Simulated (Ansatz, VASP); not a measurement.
# KBr: VASP beside Ansatz

The input POSCAR:

```
KBr
1.0
    4.0434990000      0.0000000000      0.0000000000
    0.0000000000      4.0434990000      0.0000000000
    0.0000000000      0.0000000000      4.0434990000
K Br
1 1
Direct
    0.0000000000      0.0000000000      0.0000000000
    0.5000000000      0.5000000000      0.5000000000
```

The input INCAR.step1:

```
PREC     = Accurate       # precision mode
ENCUT    = 600            # plane-wave cutoff, eV
ISMEAR   = 0              # smearing method
SIGMA    = 0.02           # smearing width, eV
LREAL    = F              # projectors in reciprocal space
LASPH    = T              # aspherical terms in the spheres
NELM     = 60             # most SCF steps
GGA      = PE             # functional
ALGO     = Normal         # electronic algorithm
EDIFF    = 1E-4           # SCF threshold, eV
LWAVE    = T              # write WAVECAR
LCHARG   = F              # write CHGCAR
```

INCAR.step2

```
PREC     = Accurate       # precision mode
ENCUT    = 600            # plane-wave cutoff, eV
EDIFF    = 1E-6           # SCF threshold, eV
ISMEAR   = 0              # smearing method
SIGMA    = 0.02           # smearing width, eV
LREAL    = F              # projectors in reciprocal space
LASPH    = T              # aspherical terms in the spheres
NELM     = 60             # most SCF steps
ALGO     = Normal         # electronic algorithm
ISIF     = 3              # what is computed and relaxed
LWAVE    = F              # write WAVECAR
LCHARG   = F              # write CHGCAR
METAGGA  = R2SCAN         # meta-GGA
LMIXTAU  = T            
IBRION   = 2              # ionic algorithm
NSW      = 100            # ionic steps
EDIFFG   = -0.01          # ionic threshold
ISTART   = 1
```

The input KPOINTS:

```
regular mesh
0
Gamma
  6 6 6
```

Input for Ansatz:

```yaml
crystal:
  lattice:
    - [4.043499, 0.0, 0.0]
    - [0.0, 4.043499, 0.0]
    - [0.0, 0.0, 4.043499]
  atoms:
    - { symbol: K, position: [0.0, 0.0, 0.0] }
    - { symbol: Br, position: [0.5, 0.5, 0.5] }
basis:
  ecutwfc: 500
kpoints:
  mp_grid: { grid: [6, 6, 6] }
hamiltonian:
  xc: r2scan
scf:
  occupations: { method: gaussian, width: 0.02 }
output:
  forces: true
  stress: true
  eigenvalues: true
  write_density: true
  write_potential: true
  elf: true
  volumetric_format: npy
relax:
  adjacent_minimum: "off"
  f_tol: 0.01
  max_steps: 80
  cell: { stress_tol: 0.05 }
```

Alike in both runs: task relaxation of cell and atoms; functional r2SCAN; k mesh 6 × 6 × 6; occupations gaussian, width 0.02 eV; no spin polarisation.

|  | VASP | Ansatz |
| --- | --- | --- |
| version | VASP 6.6.1 | Ansatz 0.2.0 |
| potentials or method | VASP PAW PBE potentials, release 64 (K_sv, Br), cutoff 600 eV | scalar-relativistic, plane waves, PAW |
| valence electrons in the cell | 16 | 16 |

|  | VASP | Ansatz | Ansatz less VASP |
| --- | --- | --- | --- |
| gap on the k mesh at the Fermi level, each at its own relaxed structure (eV) | 4.77 | 4.77 | -0.002 |
| relaxed volume (Å³/atom) | 31.44 | 31.42 | -0.012 |
| relaxed cell length with the largest relative difference (Å) | 3.976 | 3.976 | -0.0005 |

VASP's potentials were made for PBE, not for r2SCAN.
